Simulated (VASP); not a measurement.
A run of VASP 6.6.1 is set up as follows.

The input POSCAR:

```
WS2
1.0
    3.1814541994      0.0000000000      0.0000000000
   -1.5907270997      2.7552201577      0.0000000000
    0.0000000000      0.0000000000     28.6961987871
W S
3 6
Direct
    0.6666666667      0.3333333333      0.6597159224
    0.3333333333      0.6666666667      0.8874819766
    0.3333333333      0.6666666667      0.4319800336
    0.6666666667      0.3333333333      0.9418082818
    0.6666666667      0.3333333333      0.4863293029
    0.3333333333      0.6666666667      0.7140622879
    0.6666666667      0.3333333333      0.8331337371
    0.6666666667      0.3333333333      0.3776530506
    0.3333333333      0.6666666667      0.6053693971
```

The input INCAR.step1:

```
SYSTEM = WS2
PREC     = Accurate       ! precision mode
ENCUT    = 520            ! plane-wave cutoff, eV
ISMEAR   = 0              ! smearing method
SIGMA    = 0.02           ! smearing width, eV
LREAL    = .FALSE.        ! projectors in reciprocal space
LASPH    = .TRUE.         ! aspherical terms in the spheres
NELM     = 100            ! most SCF steps
NBANDS   = 49             ! bands
GGA      = PE             ! functional
ALGO     = Normal         ! electronic algorithm
EDIFF    = 1E-4           ! SCF threshold, eV
LWAVE    = .TRUE.         ! write WAVECAR
LCHARG   = .FALSE.        ! write CHGCAR
```

File INCAR.step2:

```
SYSTEM = WS2
PREC     = Accurate       ! precision mode
ENCUT    = 520            ! plane-wave cutoff, eV
EDIFF    = 1E-6           ! SCF threshold, eV
ISMEAR   = 0              ! smearing method
SIGMA    = 0.02           ! smearing width, eV
LREAL    = .FALSE.        ! projectors in reciprocal space
LASPH    = .TRUE.         ! aspherical terms in the spheres
NELM     = 100            ! most SCF steps
ALGO     = Normal         ! electronic algorithm
ISIF     = 2              ! what is computed and relaxed
LWAVE    = .FALSE.        ! write WAVECAR
LCHARG   = .TRUE.         ! write CHGCAR
METAGGA  = R2SCAN         ! meta-GGA
LMIXTAU  = .TRUE.       
LELF     = .TRUE.         ! ELF
LVHAR    = .TRUE.       
NBANDS   = 49             ! bands
ISTART   = 1
```

The input KPOINTS:

```
regular mesh
0
G
  12 12 1
  0 0 0
```

Potentials or basis: VASP PAW PBE potentials, release 64 (W_sv, S).

Run with:

```console
$ cat potpaw_PBE.64/W_sv/POTCAR potpaw_PBE.64/S/POTCAR > POTCAR
$ cp INCAR.step1 INCAR
$ mpirun -np 1 vasp_std > vasp.out
$ cp INCAR.step2 INCAR
$ mpirun -np 1 vasp_std > vasp.out
```

(1) Estimate the band gap on the k mesh.

(2) Estimate the largest force.

## Answers

(1) 1.50 eV (least direct gap 1.89 eV).

(2) 0.022 eV/Å.

Caveat: the PAW data sets were made with another functional, which shifts forces and pressure a little; spin-orbit coupling is left out, which moves the levels of the heavy elements.
